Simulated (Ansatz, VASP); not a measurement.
## Two plane-wave programs on Na

Contents of INCAR:

```
  PREC = Accurate
  ENCUT = 520
  EDIFF = 1E-6
  ISMEAR = 0
  SIGMA = 0.15
  LREAL = False
  LASPH = True
  NELM = 80
  ALGO = Fast
  ISIF = 2
  LWAVE = False
  LCHARG = False
  NBANDS = 14
```

Contents of KPOINTS:

```
regular mesh
0
Gamma
  15 15 8
```

The input POSCAR:

```
Na
1.0
    3.7658190936      0.0000000000      0.0000000000
   -1.8829095468      3.2612950011      0.0000000000
    0.0000000000      0.0000000000      5.8981745703
Na
2
Direct
    0.2689032601      0.6666666667      0.2500000000
    0.7310967399      0.3333333333      0.7500000000
```

Input for Ansatz:

```yaml
crystal:
  lattice:
    - [3.7658190936, 0.0, 0.0]
    - [-1.8829095468, 3.2612950011, 0.0]
    - [0.0, 0.0, 5.8981745703]
  atoms:
    - { symbol: Na, position: [0.2689032601, 0.6666666667, 0.25] }
    - { symbol: Na, position: [0.7310967399, 0.3333333333, 0.75] }
basis:
  ecutwfc: 520.0
kpoints:
  mp_grid: { grid: [15, 15, 8] }
hamiltonian:
  xc: lda
  pseudopotentials: { kind: paw }
scf:
  occupations: { method: gaussian, width: 0.15 }
output:
  forces: true
  stress: true
  eigenvalues: true
```

Change from the starting cell: mode 4 frozen in at -0.233 Å, equal normal strain along x and y +0.0400.

Alike in both runs: task single point; functional LDA; k mesh 15 × 15 × 8; occupations gaussian, width 0.15 eV; no spin polarisation.

|  | VASP | Ansatz |
| --- | --- | --- |
| version | VASP 6.6.1 | Ansatz 0.2.0 |
| potentials or method | VASP PAW LDA potentials, release 64 (Na_pv), cutoff 520 eV | scalar-relativistic, plane waves, PAW |
| valence electrons in the cell | 14 | 18 |

|  | VASP | Ansatz | Ansatz less VASP |
| --- | --- | --- | --- |
| gap on the k mesh at the Fermi level (eV) | none | none | - |
| pressure (GPa) | -0.6 | -0.6 | +0.04 |
| traceless stress, the component that is largest in VASP (GPa) | 0.38 | 0.38 | 0.000 |
| rms of the force components (eV/Å) | 0.042 | 0.042 | -0.0002 |

LDA's correlation is that of Perdew and Zunger in VASP and of Perdew and Wang (1992) in Ansatz. Atom by atom the forces differ by 0.000 eV/Å (rms over components). A gap of «none» marks a metal or a gap that the smearing closes. VASP's potentials hold 14 valence electrons a cell and Ansatz's 18, so a difference there can come from the potentials and not from the codes.
